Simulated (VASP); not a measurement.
# HgTe: single point with HSE06

HgTe:

```
Hg Te
1.0
     0.00000    3.35494    3.35494
     3.35494    0.00000    3.35494
     3.35494    3.35494    0.00000
Hg Te
1 1
Cartesian
  0.0000 0.0000 0.0000
  1.6775 1.6775 1.6775
```

This cell differs from its parent crystal: strain +2.0%.

| Item | Value |
| --- | --- |
| Program | VASP 6.6.1 |
| Task | single point |
| Functional | HSE06 |
| Potentials or basis | VASP PAW PBE potentials, release 64 (Hg, Te) |
| Cutoff | 520 eV |
| k mesh | 4 × 4 × 4 |
| Occupations | fermi-dirac, width 0.02 eV |
| Spin | no spin polarisation |

| Item | Value |
| --- | --- |
| Pressure | -2.0 GPa |
| Band gap on the k mesh | zero (filled and empty bands touch) |

Levels at points of the mesh, in eV from the Fermi level:
| k point | band 5 | band 6 | band 7 | band 8 | band 9 | band 10 | band 11 | band 12 | band 13 | band 14 |
| --- | --- | --- | --- | --- | --- | --- | --- | --- | --- | --- |
| (0.00, 0.00, 0.00) | -7.50 | -7.50 | -0.43 | -0.01 | -0.01 | -0.01 | 5.15 | 5.15 | 5.15 | 7.35 |
| (0.50, 0.00, 0.00) | -7.48 | -7.21 | -5.15 | -0.87 | -0.87 | 1.31 | 5.90 | 5.90 | 7.60 | 8.62 |
| (0.50, 0.50, 0.00) | -7.45 | -7.09 | -5.23 | -2.00 | -2.00 | 2.58 | 3.34 | 8.79 | 9.50 | 9.50 |

It took 10 min on 1 thread of Intel(R) Xeon(R) Platinum 8259CL CPU @ 2.50GHz (Skylake/Cascade Lake) (shared host), peak memory 0.32 GiB.

Caveat: the k points lie up to 0.41 Å⁻¹ apart; the cell differs from its parent crystal (strain +2.0%); the PAW data sets were made with another functional, which shifts forces and pressure a little; spin-orbit coupling is left out, which moves the levels of the heavy elements.
